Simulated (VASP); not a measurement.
Runs of VASP 6.6.1 on TiW. The structure is that of space group Cmmm (No. 65), or close to it. The cells are those of the table. 

```tsv
cell	further INCAR settings	gap on the mesh (eV)	pressure (GPa)
a = 2.623, b = 2.623, c = 4.468 Å, angles 90.0, 90.0, 109.5°, 2 atoms	ALGO = Fast; EDIFF = 1e-06; NBANDS = 20	none	14.0
a = 2.761, b = 2.761, c = 4.245 Å, angles 90.0, 90.0, 109.5°, 2 atoms	ALGO = Fast; EDIFF = 1e-07; NBANDS = 20	none	0.2
a = 2.623, b = 2.623, c = 4.245 Å, angles 90.0, 90.0, 109.5°, 2 atoms	ALGO = Fast; EDIFF = 1e-06; NBANDS = 20	none	28.2
a = 2.623, b = 2.623, c = 4.692 Å, angles 90.0, 90.0, 109.5°, 2 atoms	ALGO = Fast; EDIFF = 1e-06; NBANDS = 20	none	(a)
```

Alike in all rows: task single point; level LDA; potentials or basis VASP PAW LDA potentials, release 64 (Ti_sv, W_sv); no spin polarisation; k mesh 18 × 18 × 12; cutoff (eV) 520; smearing gaussian 0.15 eV.

Estimate the missing entries.

(a) 3.2.

Caveats: spin-orbit coupling is left out, which moves the levels of the heavy elements; the cell stands under pressure (at least some runs).

A k mesh can miss the band edges, and the runs leave out spin-orbit coupling on W.

A gap of «none» marks levels without a gap at the run's occupations.
